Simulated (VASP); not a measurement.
Al3Cu2:

```xyz
5
Lattice="4.0920 0.0000 0.0000 -2.0460 3.5437 0.0000 0.0000 0.0000 4.9928" Properties=species:S:1:pos:R:3 pbc="T T T"
Al   -0.0221    0.0118    0.0094
Al   -0.1716    2.5012    1.8180
Al    1.9486    1.0621    3.1299
Cu    0.0770    2.1791    4.1386
Cu    1.9061    1.0660    0.5675
```

```yaml
Program: VASP 6.6.1
Task: relaxation of cell and atoms
Functional: PBEsol
Potentials_or_basis: VASP PAW PBE potentials, release 64 (Al, Cu)
Cutoff: 600 eV
k_mesh: 6 × 6 × 4
Occupations: gaussian, width 0.1 eV
Spin: no spin polarisation
```

At the start: pressure 4.2 GPa; volume 14.48 Å³/atom.

Task: How do energy, volume and symmetry change on relaxing?

Result: Over 55 steps the energy falls by 112.2 meV/atom and the volume is 14.55 Å³/atom (+0.5 %); space group P1 (No. 1, to 0.1 Å) before, C2/m (No. 12, to 0.1 Å).

The path:
```tsv
step	energy change (eV)	largest force (eV/Å)	pressure (GPa)	volume (Å³)
1	0.0000	1.9526	4.20	72.40
3	-0.3736	0.5792	-4.87	77.13
5	-0.4960	0.4592	0.48	72.79
7	-0.5474	0.2208	0.63	72.47
9	-0.5543	0.0879	-0.74	73.40
11	-0.5582	0.0705	-0.02	72.87
13	-0.5591	0.0340	0.14	72.76
15	-0.5599	0.0492	-0.02	72.85
17	-0.5600	0.0519	-0.19	72.93
19	-0.5604	0.0234	-0.02	72.80
21	-0.5606	0.0167	0.03	72.80
23	-0.5606	0.0209	0.00	72.81
25	-0.5607	0.0064	-0.03	72.81
27	-0.5607	0.0088	0.00	72.81
29	-0.5608	0.0090	-0.02	72.79
31	-0.5608	0.0191	0.04	72.74
33	-0.5608	0.0142	0.01	72.77
35	-0.5609	0.0146	-0.01	72.80
37	-0.5609	0.0166	-0.06	72.83
39	-0.5610	0.0161	0.01	72.80
41	-0.5610	0.0184	0.07	72.74
43	-0.5610	0.0183	0.03	72.75
45	-0.5611	0.0118	0.01	72.76
47	-0.5611	0.0117	0.00	72.76
49	-0.5611	0.0086	-0.01	72.74
51	-0.5611	0.0049	0.07	72.70
53	-0.5611	0.0073	0.08	72.73
55	-0.5611	0.0047	0.03	72.75
```

Final structure:
```xyz
5
Lattice="4.0570 -0.0030 0.0031 -2.0315 3.5709 0.0301 0.0035 0.0405 5.0244" Properties=species:S:1:pos:R:3 pbc="T T T"
Al    1.9592    3.5543    4.9925
Al   -0.0690    2.3554    1.7165
Al    1.9574    1.1440    3.2103
Cu   -0.0716    2.3415    4.1799
Cu    1.9603    1.1584    0.7468
```

Caveat: the PAW data sets were made with another functional, which shifts forces and pressure a little.
